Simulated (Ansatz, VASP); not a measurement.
# Two plane-wave programs on Sn4P

The input INCAR:

```
SYSTEM = Sn4P
  PREC = Accurate
  ENCUT = 600
  EDIFF = 1E-6
  ISMEAR = 0
  SIGMA = 0.1
  LREAL = .FALSE.
  LASPH = .TRUE.
  NELM = 60
  ALGO = Normal
  ISIF = 3
  LWAVE = .FALSE.
  LCHARG = .FALSE.
  GGA = PE
  IBRION = 2
  NSW = 90
  EDIFFG = -0.04
```

KPOINTS

```
regular mesh
0
G
  4 4 4
  0 0 0
```

POSCAR

```
Sn4P
1.0
   -3.6002666300      3.6002666300      2.2445527600
    3.6002666300     -3.6002666300      2.2445527600
    3.6002666300      3.6002666300     -2.2445527600
Sn P
4 1
Direct
    0.6000000200      0.2000000000      0.8000000100
    0.8000000000      0.6000000200      0.4000000200
    0.3999999800      0.8000000000      0.1999999900
    0.2000000000      0.3999999800      0.5999999800
    0.0000000000      0.0000000000      0.0000000000
```

Input for Ansatz:

```yaml
crystal:
  lattice:
    - [-3.60026663, 3.60026663, 2.24455276]
    - [3.60026663, -3.60026663, 2.24455276]
    - [3.60026663, 3.60026663, -2.24455276]
  atoms:
    - { symbol: Sn, position: [0.60000002, 0.2, 0.80000001] }
    - { symbol: Sn, position: [0.8, 0.60000002, 0.40000002] }
    - { symbol: Sn, position: [0.39999998, 0.8, 0.19999999] }
    - { symbol: Sn, position: [0.2, 0.39999998, 0.59999998] }
    - { symbol: P, position: [0.0, 0.0, 0.0] }
basis:
  ecutwfc: 420
kpoints:
  mp_grid: { grid: [4, 4, 4] }
hamiltonian:
  xc: pbe
scf:
  occupations: { method: gaussian, width: 0.1 }
  lower_state_search: "off"
output:
  forces: true
  stress: true
  eigenvalues: true
relax:
  adjacent_minimum: "off"
  f_tol: 0.04
  max_steps: 70
  cell: { stress_tol: 0.4 }
```

Change from the starting cell: species swapped into the LuAg4 type (I4/m, No. 87).

Alike in both runs: task relaxation of cell and atoms; functional PBE; k mesh 4 × 4 × 4; occupations gaussian, width 0.1 eV; no spin polarisation.

```csv
,VASP,Ansatz
version,VASP 6.6.1,Ansatz 0.2.0
potentials or method,"VASP PAW PBE potentials, release 64 (Sn_d, P), cutoff 600 eV","scalar-relativistic, plane waves, PAW"
valence electrons in the cell,61,61
```

VASP gave:

* gap on the k mesh at the Fermi level, each at its own relaxed structure (eV): none
* relaxed volume (Å³/atom): 25.32
* relaxed cell length with the largest relative difference (Å): 6.116

Problem. What did Ansatz give for the same quantities?

Solution. gap on the k mesh at the Fermi level, each at its own relaxed structure (eV): none; relaxed volume (Å³/atom): 25.24; relaxed cell length with the largest relative difference (Å): 6.100.

A gap of «none» marks a metal or a gap that the smearing closes.

The k mesh is coarse, so the values compare programs but aren't converged.
